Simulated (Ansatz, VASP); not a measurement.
**Ge in VASP and in Ansatz**

INCAR

```
ALGO = Normal
EDIFF = 1E-7
ENCUT = 520
GGA = CA
ISIF = 2
ISMEAR = 0
LASPH = T
LCHARG = F
LREAL = F
LWAVE = F
NBANDS = 21
NELM = 60
PREC = Accurate
SIGMA = 0.15
```

Contents of KPOINTS:

```
k-points
0
Gamma
  14 14 14
```

The input POSCAR:

```
Ge
1.0
    0.0000000000      2.8107124513      2.8107124513
    2.8107124513      0.0000000000      2.8107124513
    2.8107124513      2.8107124513      0.0000000000
Ge
2
Direct
    0.5116696391      0.4883303609      0.4883303609
    0.7383303609      0.7616696391      0.7616696391
```

Input for Ansatz:

```yaml
crystal:
  lattice:
    - [0.0, 2.8107124513, 2.8107124513]
    - [2.8107124513, 0.0, 2.8107124513]
    - [2.8107124513, 2.8107124513, 0.0]
  atoms:
    - { symbol: Ge, position: [0.5116696391, 0.4883303609, 0.4883303609] }
    - { symbol: Ge, position: [0.7383303609, 0.7616696391, 0.7616696391] }
basis:
  ecutwfc: 420
kpoints:
  mp_grid: { grid: [14, 14, 14] }
hamiltonian:
  xc: lda
  pseudopotentials: { kind: paw, azcp: { folder: soft_1 } }
scf:
  occupations: { method: gaussian, width: 0.15 }
output:
  forces: true
  stress: true
  eigenvalues: true
```

Change from the starting cell: mode 4 frozen in at -0.066 Å and mode 5 at +0.000 Å (largest displacements).

Alike in both runs: task single point; functional LDA; k mesh 14 × 14 × 14; occupations gaussian, width 0.15 eV; no spin polarisation.

|  | VASP | Ansatz |
| --- | --- | --- |
| version | VASP 6.6.1 | Ansatz 0.2.0 |
| potentials or method | VASP PAW LDA potentials, release 64 (Ge_d), cutoff 520 eV | scalar-relativistic, plane waves, PAW |
| valence electrons in the cell | 28 | 28 |

```csv
,VASP,Ansatz,Ansatz less VASP
gap on the k mesh at the Fermi level (eV),none,none,-
pressure (GPa),0.8,0.6,-0.13
"traceless stress, the component that is largest in VASP (GPa)",-4.26,-4.20,+0.060
rms of the force components (eV/Å),0.842,0.836,-0.0059
```

Ansatz warns that its potentials were made for another functional, while VASP's fit it. LDA's correlation is that of Perdew and Zunger in VASP and of Perdew and Wang (1992) in Ansatz. Atom by atom the forces differ by 0.006 eV/Å (rms over components). A gap of «none» marks a metal or a gap that the smearing closes.
